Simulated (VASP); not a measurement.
Here is a VASP 6.6.1 calculation.

Contents of INCAR:

```
SYSTEM = AlO2
ALGO = Normal
EDIFF = 1E-7
ENCUT = 520
GGA = PE
ISIF = 2
ISMEAR = -1
ISYM = 0
LASPH = .True.
LCHARG = .False.
LREAL = Auto
LWAVE = .False.
NBANDS = 68
NELM = 80
PREC = Accurate
SIGMA = 0.1241
```

Contents of KPOINTS:

```
Automatic mesh
0
Gamma
  1 1 1
  0.25 0.25 0.25
```

File POSCAR:

```
AlO2
1.0
    6.4996670000      0.1708480000     -0.1040210000
    0.1708480000      6.4981630000      0.0496030000
   -0.1040210000      0.0496030000      6.1066860000
Al O
7 14
Direct
    0.7288029351      0.2752996460      0.7073262195
    0.0989314706      0.1144305777      0.2800477789
    0.5774277155      0.7131551858      0.8353121434
    0.5853091928      0.9484732890      0.3834861211
    0.2328824369      0.9920095888      0.7790556142
    0.6568380873      0.4685565022      0.1955930183
    0.1108448564      0.4787809826      0.9342481699
    0.5621060331      0.4427596222      0.8906339095
    0.2776436373      0.6965978352      0.9069181593
    0.4832254063      0.1830950611      0.2635395902
    0.9069024070     -0.1535685347      0.9142170328
    0.9703622836      0.8752351356      0.1345678764
   -0.0277704795      0.3441739821      0.7640242555
   -0.0189312964      0.3987466353      0.1666581053
    0.7092344997      0.6843836563      0.5709967402
    0.6605178690      0.4950178452      0.4721931599
    0.2632386225      0.9948466641      0.4909869225
    0.5720558603      1.0026812931      0.7972687350
    0.2324981440      0.1975167609      0.9920579289
    0.8136209544      0.1179069781      0.4857715176
    0.6006588046      0.7098415673      0.1678817051
```

Potentials or basis: VASP PAW PBE potentials, release 64 (Al, O).

The run is started by

```sh
$ cat potpaw_PBE.64/Al/POTCAR potpaw_PBE.64/O/POTCAR > POTCAR
$ mpirun -np 1 vasp_std > vasp.out
```

(1) What does it give for the band gap on the k mesh?

(2) Predict the pressure.

Results:

(1) zero (an odd number of electrons rules out a gap without spin polarisation).

(2) -6.2 GPa.

Caveat: the k points lie up to 1.03 Å⁻¹ apart, too coarse for converged energies and pressures of a metal; the atoms stand as in a frame of molecular dynamics; an odd number of electrons without spin polarisation forces a metal; a magnetic or distorted state may lie lower.
